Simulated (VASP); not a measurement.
# H4C in VASP: further runs

The runs below take H4C through relaxation of the atoms, single point, with PBE+D3(BJ).

Everything below comes from runs of VASP 6.6.1. Logs are shortened: lines on timing, memory, paths and dates and some standing lists are left out, and cuts for length are marked.

### Step 1. The cell of the first run

The cell holds an amorphous packing of atoms, 30 atoms: a = 7.230 Å, b = 7.230 Å, c = 7.230 Å, α = 90.00°, β = 90.00°, γ = 90.00°.

### Step 2. Relaxation of the atoms, PBE+D3(BJ)

File INCAR:

```
PREC = Accurate
ENCUT = 520
EDIFF = 1E-6
ISMEAR = -1
SIGMA = 0.02
LREAL = Auto
LASPH = True
NELM = 80
ALGO = Normal
ISIF = 2
LWAVE = False
LCHARG = False
GGA = PE
IVDW = 12
IBRION = 2
NSW = 35
EDIFFG = -0.3
```

File KPOINTS:

```
Automatic mesh
0
Gamma
  1 1 1
```

File POSCAR:

```
H4C
1.0
    7.2304270000      0.0000000000      0.0000000000
    0.0000000000      7.2304270000      0.0000000000
    0.0000000000      0.0000000000      7.2304270000
C H
6 24
Direct
    0.8431231000      0.4175641000      0.9153480000
    0.8913196000      0.5487286000      0.4069282000
    0.0303142000      0.1196717000      0.5195014000
    0.2748187000      0.6515150000      0.6317433000
    0.6033341000      0.9856607000      0.3259073000
    0.4822601000      0.0921468000      0.8192676000
    0.9371036000      0.5047991000      0.9945303000
    0.8063510000      0.2963200000      0.9969556000
    0.9105966000      0.3737640000      0.7879079000
    0.7184410000      0.4953735000      0.8819982000
    0.7667896000      0.6323704000      0.3924908000
    0.8979222000      0.4486322000      0.2944593000
    0.8879211000      0.4759243000      0.5388376000
    1.0126455000      0.6379873000      0.4019250000
    0.1027095000      0.2039528000      0.6213236000
   -0.0573972000      0.0196447000      0.5903070000
    0.1307925000      0.0467668000      0.4340549000
   -0.0548479000      0.2083226000      0.4323203000
    0.2485932000      0.7560796000      0.5264315000
    0.2706406000      0.5146549000      0.5687833000
    0.1693652000      0.6607029000      0.7390152000
    0.4106758000      0.6746226000      0.6927434000
    0.5073852000      1.0906598000      0.3757179000
    0.6271328000      0.8838268000      0.4344228000
    0.7340333000      1.0507221000      0.2885328000
    0.5447853000      0.9174340000      0.2049558000
    0.3940681000      0.1958930000      0.7546842000
    0.4854327000      0.1146168000      0.9682546000
    0.6219315000      0.1033670000      0.7637866000
    0.4276082000     -0.0452895000      0.7903448000
```

Potentials or basis: VASP PAW PBE potentials, release 64 (C, H).

On the command line:

```
$ cat potpaw_PBE.64/C/POTCAR potpaw_PBE.64/H/POTCAR > POTCAR
$ mpirun -np 1 vasp_gam > vasp.out
```

OUTCAR:

```text
PREC = Accurate
   ENCUT = 520
   EDIFF = 1E-6
   ISMEAR = -1
   LREAL = Auto
   LASPH = True
   NELM = 80
   ISIF = 2
   GGA = PE
   IVDW = 12
   IBRION = 2
   NSW = 35
   EDIFFG = -0.3
 IVDW          = 12

 ion  position               nearest neighbor table
   1  0.843  0.418  0.915-   9 1.09   7 1.09   8 1.09  10 1.09
   2  0.891  0.549  0.407-  13 1.09  11 1.09  14 1.09  12 1.09
   3  0.030  0.120  0.520-  18 1.09  17 1.09  16 1.09  15 1.09
   4  0.275  0.652  0.632-  20 1.09  19 1.09  21 1.09  22 1.09
   5  0.603  0.986  0.326-  23 1.09  26 1.09  25 1.09  24 1.09
   6  0.482  0.092  0.819-  28 1.09  30 1.09  27 1.09  29 1.09
   7  0.937  0.505  0.995-   1 1.09
   8  0.806  0.296  0.997-   1 1.09
   9  0.911  0.374  0.788-   1 1.09
  10  0.718  0.495  0.882-   1 1.09
  11  0.767  0.632  0.392-   2 1.09
  12  0.898  0.449  0.294-   2 1.09
[... 16 lines left out ...]
  29  0.622  0.103  0.764-   6 1.09
  30  0.428  0.955  0.790-   6 1.09

  LATTYP: Found a simple cubic cell.
 ALAT       =     7.2304270000

  Lattice vectors:

 A1 = (   7.2304270000,   0.0000000000,   0.0000000000)
 A2 = (   0.0000000000,   7.2304270000,   0.0000000000)
 A3 = (   0.0000000000,   0.0000000000,   7.2304270000)

Analysis of symmetry for initial positions (statically):
=====================================================================
 Subroutine PRICEL returns:
 Original cell was already a primitive cell.

 Routine SETGRP: Setting up the symmetry group for a
 simple cubic supercell.

 Subroutine GETGRP returns: Found  1 space group operations
 (whereof  1 operations were pure point group operations)
 out of a pool of 48 trial point group operations.

The static configuration has the point symmetry C_1 .

Analysis of symmetry for dynamics (positions and initial velocities):
=====================================================================
 Subroutine PRICEL returns:
 Original cell was already a primitive cell.

 Routine SETGRP: Setting up the symmetry group for a
 simple cubic supercell.

 Subroutine GETGRP returns: Found  1 space group operations
 (whereof  1 operations were pure point group operations)
 out of a pool of 48 trial point group operations.

The dynamic configuration has the point symmetry C_1 .

 Subroutine INISYM returns: Found  1 space group operations
 (whereof  1 operations are pure point group operations),
 and found     1 'primitive' translations

----------------------------------------------------------------------------------------

                                     Primitive cell

  volume of cell :     378.0000

  direct lattice vectors                    reciprocal lattice vectors
     7.230427000  0.000000000  0.000000000     0.138304418  0.000000000  0.000000000
     0.000000000  7.230427000  0.000000000     0.000000000  0.138304418  0.000000000
     0.000000000  0.000000000  7.230427000     0.000000000  0.000000000  0.138304418

  length of vectors
     7.230427000  7.230427000  7.230427000     0.138304418  0.138304418  0.138304418

  position of ions in fractional coordinates (direct lattice)
     0.843123100  0.417564100  0.915348000
     0.891319600  0.548728600  0.406928200
     0.030314200  0.119671700  0.519501400
     0.274818700  0.651515000  0.631743300
     0.603334100  0.985660700  0.325907300
     0.482260100  0.092146800  0.819267600
[... 22 lines left out ...]
     0.621931500  0.103367000  0.763786600
     0.427608200  0.954710500  0.790344800

  ion indices of the primitive-cell ions
   primitive index   ion index
                 1           1
                 2           2
                 3           3
                 4           4
                 5           5
                 6           6
[... 22 lines left out ...]
                29          29
                30          30

----------------------------------------------------------------------------------------

 KPOINTS: Automatic mesh

Automatic generation of k-mesh.
 Grid dimensions read from file:
 generate k-points for:    1    1    1

 Generating k-lattice:

  Cartesian coordinates                     Fractional coordinates (reciprocal lattice)
     0.138304418  0.000000000  0.000000000     1.000000000  0.000000000  0.000000000
     0.000000000  0.138304418  0.000000000     0.000000000  1.000000000  0.000000000
     0.000000000  0.000000000  0.138304418     0.000000000  0.000000000  1.000000000

  Length of vectors
     0.138304418  0.138304418  0.138304418

  Shift w.r.t. Gamma in fractional coordinates (k-lattice)
     0.000000000  0.000000000  0.000000000

 Subroutine IBZKPT returns following result:
 ===========================================

 Found      1 irreducible k-points:

 Following reciprocal coordinates:
            Coordinates               Weight
  0.000000  0.000000  0.000000      1.000000
   k-points           NKPTS =      1   k-points in BZ     NKDIM =      1   number of bands    NBANDS=     40
   number of dos      NEDOS =    301   number of ions     NIONS =     30
   total plane-waves  NPLWV = 157464
   dimension x,y,z NGX =    54 NGY =   54 NGZ =   54
   dimension x,y,z NGXF=   108 NGYF=  108 NGZF=  108
   ions per type =               6  24
   NGX,Y,Z   is equivalent  to a cutoff of  12.42, 12.42, 12.42 a.u.
   NGXF,Y,Z  is equivalent  to a cutoff of  24.83, 24.83, 24.83 a.u.
 SYSTEM =  unknown system
   PREC   = accura    normal or accurate (medium, high low for compatibility)
   ISTART =      0    job   : 0-new  1-cont  2-samecut
   ICHARG =      2    charge: 1-file 2-atom 10-const
   ISPIN  =      1    spin polarized calculation?
   LNONCOLLINEAR =      F non collinear calculations
   LSORBIT =      F    spin-orbit coupling
   LASPH  =      T    aspherical Exc in radial PAW
   ENCUT  =  520.0 eV  38.22 Ry    6.18 a.u.  13.44 13.44 13.44*2*pi/ulx,y,z
   NELM   =     80;   NELMIN=  2; NELMDL= -5     # of ELM steps
   EDIFF  = 0.1E-05   stopping-criterion for ELM
   LREAL  =      T    real-space projection
   EDIFFG = -.3E+00   stopping-criterion for IOM
   NSW    =     35    number of steps for IOM
   IBRION =      2    ionic relax: 0-MD 1-quasi-New 2-CG
   NFREE  =      1    steps in history (QN), initial steepest desc. (CG)
   ISIF   =      2    stress and relaxation
   ISYM   =      2    0-nonsym 1-usesym 2-fastsym
   POTIM  = 0.5000    time-step for ionic-motion
   TEBEG  =    0.0;   TEEND  =   0.0 temperature during run
   PSTRESS=    0.0 pullay stress
   NELECT =      48.0000    total number of electrons
   NUPDOWN=      -1.0000    fix difference up-down
   EMIN   =  10.00;   EMAX   =-10.00  energy-range for DOS
   EFERMI =   0.00;   METHOD = LEGACY
   ISMEAR =    -1;   SIGMA  =   0.02  broadening in eV -4-tet -1-fermi 0-gaus
   EFERMI_NEDOS =   21; number of points for ismear=-14 and -15
   IALGO  =     38    algorithm
   IMIX   =      4    mixing-type and parameters
     AMIX     =   0.40;   BMIX     =  1.00
     AMIX_MAG =   1.60;   BMIX_MAG =  1.00
  volume/ion in A,a.u.               =      12.60        85.03
  Fermi-wavevector in a.u.,A,eV,Ry     =   0.822857  1.554975  9.212429  0.677094
  Thomas-Fermi vector in A             =   1.934266
   LORBIT       =      0    0 simple, 1 ext, 2 COOP (PROOUT), +10 PAW based schemes
   GGA     = PE    functional components
   LHFCALC =     F    Hartree Fock is set to
   AEXX    =    0.0000 exact exchange contribution
   IVDW    =    12    specifies the selected vdW correction
   LEPSILON=     F    determine dielectric tensor
   LRPA    =     F    only Hartree local field effects (RPA)
 conjugate gradient relaxation of ions
 non-spin polarized calculation
  energy-cutoff  :      520.00
  volume of cell :      378.00
 maximum number of plane-waves:      5066
 NGX is ok and might be reduce to    54
   NGX = 27   NGY = 27   NGZ = 27

 number of electron      48.0000002 magnetization

 Free energy of the ion-electron system (eV)
  ---------------------------------------------------
  ext. energy  EPLUGINS =         0.00000000
  ---------------------------------------------------
  free energy    TOTEN  =      -143.78807620 eV

  energy without entropy =     -143.78807620  energy(sigma->0) =     -143.78807620

 E-fermi :  -6.0117     XC(G=0):  -5.4177

 val. band max:       -6.5619317275   @ k =   0.0000   0.0000   0.0000
 cond. band min:       0.5967924690   @ k =   0.0000   0.0000   0.0000
 fundamental gap:      7.1587241965
 Fermi energy:        -6.0117283130

 k-point     1 :       0.0000    0.0000    0.0000
  band No.  band energies     occupation
      1     -15.4350      2.00000
      2     -15.0500      2.00000
      3     -15.0241      2.00000
      4     -14.9675      2.00000
      5     -14.8431      2.00000
      6     -14.6936      2.00000
[... 28 lines left out ...]
     35       4.2520      0.00000
     36       4.5333      0.00000
 [bands above 36 left out]

------------------------ aborting loop because EDIFF is reached ----------------------------------------

 Edisp (eV)   -0.81943

 E8    (eV) :    -0.1736

  FORCE on cell =-STRESS in cart. coord.  units (eV):
  Direction    XX          YY          ZZ          XY          YZ          ZX
  --------------------------------------------------------------------------------------
  -------------------------------------------------------------------------------------
  Total       2.16845     2.60075     2.59901    -0.09585     0.17954     0.75590
  in kB       9.19112    11.02347    11.01609    -0.40627     0.76100     3.20394
  external pressure =       10.41 kB  Pullay stress =        0.00 kB

 VOLUME and BASIS-vectors are now :
 -----------------------------------------------------------------------------
  energy-cutoff  :      520.00
  volume of cell :      378.00
      direct lattice vectors                 reciprocal lattice vectors
     7.230427000  0.000000000  0.000000000     0.138304418  0.000000000  0.000000000
     0.000000000  7.230427000  0.000000000     0.000000000  0.138304418  0.000000000
     0.000000000  0.000000000  7.230427000     0.000000000  0.000000000  0.138304418

 POSITION                                       TOTAL-FORCE (eV/Angst)
 -----------------------------------------------------------------------------------
      6.09614      3.01917      6.61836         0.096446     -0.026537     -0.038480
      6.44462      3.96754      2.94226        -0.138246      0.070986     -0.022380
      0.21918      0.86528      3.75622        -0.025128     -0.076999     -0.037401
      1.98706      4.71073      4.56777         0.152378     -0.052876      0.062443
      4.36236      7.12675      2.35645        -0.027382     -0.087568     -0.096198
      3.48695      0.66626      5.92365        -0.001137     -0.003004      0.092913
[... 22 lines left out ...]
      4.49683      0.74739      5.52250         0.156709      0.027028     -0.071561
      3.09179      6.90296      5.71453        -0.078040     -0.100067     -0.025764
 -----------------------------------------------------------------------------------
    total drift:                               -0.000697     -0.006408     -0.005586

  FREE ENERGIE OF THE ION-ELECTRON SYSTEM (eV)
  ---------------------------------------------------
  free  energy   TOTEN  =      -144.6075037166 eV

  energy  without entropy=     -144.6075037166  energy(sigma->0) =     -144.60750372

 reached required accuracy - stopping structural energy minimisation
```

Wall time 86 s (1 thread of AMD EPYC 7R13, shared host); peak memory 0.3 GiB.

Results:

```
Free energy                  : -144.6075 eV
Pressure after relaxing      : 1.0 GPa
Largest force after relaxing : 0.245 eV/Å
Band gap on the k mesh       : 7.16 eV
Dispersion energy per atom   : -0.027 eV
```

Forces on the atoms (eV/Å):
```
C    0.096 -0.027 -0.038
C   -0.138  0.071 -0.022
C   -0.025 -0.077 -0.037
C    0.152 -0.053  0.062
C   -0.027 -0.088 -0.096
C   -0.001 -0.003  0.093
H    0.105  0.111  0.056
H   -0.041 -0.124  0.089
H    0.004 -0.103  0.030
H   -0.184  0.081 -0.041
H   -0.132  0.059 -0.073
H   -0.026  0.036 -0.066
H   -0.020  0.149 -0.039
H    0.001  0.043 -0.067
H    0.108  0.077  0.080
H   -0.061 -0.129  0.100
H    0.158 -0.108 -0.093
H    0.040 -0.075  0.051
H    0.041  0.130 -0.069
H    0.003 -0.158 -0.074
H   -0.142  0.015  0.112
H    0.201  0.000  0.080
H   -0.146  0.174  0.092
H    0.011 -0.040  0.114
H    0.100  0.011 -0.070
H   -0.050 -0.125 -0.102
H   -0.080  0.139 -0.081
H   -0.025  0.085  0.107
H    0.157  0.027 -0.072
H   -0.078 -0.100 -0.026
```

Stress tensor (GPa, compression positive):
```
 0.92 -0.04  0.32
-0.04  1.10  0.08
 0.32  0.08  1.10
```

Final structure:
```yaml
crystal:
  lattice:
    - [7.23043, 0.00000, 0.00000]
    - [0.00000, 7.23043, 0.00000]
    - [0.00000, 0.00000, 7.23043]
  atoms:
    - { symbol: C, position: [0.84312, 0.41756, 0.91535] }
    - { symbol: C, position: [0.89132, 0.54873, 0.40693] }
    - { symbol: C, position: [0.03031, 0.11967, 0.51950] }
    - { symbol: C, position: [0.27482, 0.65151, 0.63174] }
    - { symbol: C, position: [0.60333, 0.98566, 0.32591] }
    - { symbol: C, position: [0.48226, 0.09215, 0.81927] }
    - { symbol: H, position: [0.93710, 0.50480, 0.99453] }
    - { symbol: H, position: [0.80635, 0.29632, 0.99696] }
    - { symbol: H, position: [0.91060, 0.37376, 0.78791] }
    - { symbol: H, position: [0.71844, 0.49537, 0.88200] }
    - { symbol: H, position: [0.76679, 0.63237, 0.39249] }
    - { symbol: H, position: [0.89792, 0.44863, 0.29446] }
    - { symbol: H, position: [0.88792, 0.47592, 0.53884] }
    - { symbol: H, position: [0.01265, 0.63799, 0.40192] }
    - { symbol: H, position: [0.10271, 0.20395, 0.62132] }
    - { symbol: H, position: [0.94260, 0.01964, 0.59031] }
    - { symbol: H, position: [0.13079, 0.04677, 0.43405] }
    - { symbol: H, position: [0.94515, 0.20832, 0.43232] }
    - { symbol: H, position: [0.24859, 0.75608, 0.52643] }
    - { symbol: H, position: [0.27064, 0.51465, 0.56878] }
    - { symbol: H, position: [0.16937, 0.66070, 0.73902] }
    - { symbol: H, position: [0.41068, 0.67462, 0.69274] }
    - { symbol: H, position: [0.50739, 0.09066, 0.37572] }
    - { symbol: H, position: [0.62713, 0.88383, 0.43442] }
    - { symbol: H, position: [0.73403, 0.05072, 0.28853] }
    - { symbol: H, position: [0.54479, 0.91743, 0.20496] }
    - { symbol: H, position: [0.39407, 0.19589, 0.75468] }
    - { symbol: H, position: [0.48543, 0.11462, 0.96825] }
    - { symbol: H, position: [0.62193, 0.10337, 0.76379] }
    - { symbol: H, position: [0.42761, 0.95471, 0.79034] }
```

Levels at points of the mesh, in eV from the valence-band top:
| k point | band 21 | band 22 | band 23 | band 24 | band 25 | band 26 | band 27 | band 28 |
| --- | --- | --- | --- | --- | --- | --- | --- | --- |
| (0.00, 0.00, 0.00) | -0.28 | -0.19 | -0.04 | 0.00 | 7.16 | 9.31 | 9.42 | 9.65 |

Caveat: the k points lie up to 0.87 Å⁻¹ apart; the relaxation stopped at its first step, so nothing moved; the relaxation stopped at a loose force limit of 0.3 eV/Å, so its end isn't a converged minimum.

[end of part 1 of 3]
